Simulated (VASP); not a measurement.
Set up this calculation in VASP 6.6.1, as the native input.

| Quantity | Value |
| --- | --- |
| Task | single point |
| Functional | PBEsol |
| Potentials or basis | VASP PAW PBE potentials, release 64 (Gd) |
| Cutoff | 600 eV |
| k mesh | 14 × 14 × 14 |
| Occupations | fermi-dirac, width 0.08 eV |
| Spin | collinear spin, ferromagnetic start |
| Starting moments | [7.0] μB |
| Dipole correction | no |
| Further INCAR settings | ALGO = Normal; EDIFF = 1e-06; NBANDS = 19 |

The structure of Gd lies in POSCAR:

```
Gd
1.0
   -1.9447849908      1.9447849908      1.9447849908
    1.9447849908     -1.9447849908      1.9447849908
    1.9447849908      1.9447849908     -1.9447849908
Gd
1
Direct
    0.0000000000      0.0000000000      0.0000000000
```

This isn't the form of Gd at room conditions, which is hcp.

One way to write it, as run:

INCAR

```
SYSTEM = Gd
PREC = Accurate
ENCUT = 600
EDIFF = 1E-6
ISMEAR = -1
SIGMA = 0.08
LREAL = .FALSE.
LASPH = .TRUE.
NELM = 200
ALGO = Normal
ISIF = 2
LWAVE = .FALSE.
LCHARG = .TRUE.
ISPIN = 2
MAGMOM = 7
LORBIT = 11
LMAXMIX = 6
GGA = PS
LELF = .TRUE.
LVHAR = .TRUE.
NBANDS = 19
GGA_COMPAT = .FALSE.
```

KPOINTS

```
regular mesh
0
G
  14 14 14
  0 0 0
```

Potentials or basis: VASP PAW PBE potentials, release 64 (Gd).

Command:

```bash
$ cat potpaw_PBE.64/Gd/POTCAR > POTCAR
$ mpirun -np 1 vasp_std > vasp.out
```

It gave:

```yaml
Pressure: 2.1 GPa
Net_moment: 7.59 μB per cell
Site_moments: Gd +7.01 μB
Valence_electrons_inside_the_program's_atomic_spheres: Gd 15.24
```

Caveat: the PAW data sets were made with another functional, which shifts forces and pressure a little.

It took 2.6 min on 1 thread of Intel(R) Xeon(R) 6975P-C (Granite Rapids), on a shared host, peak memory 0.27 GiB.
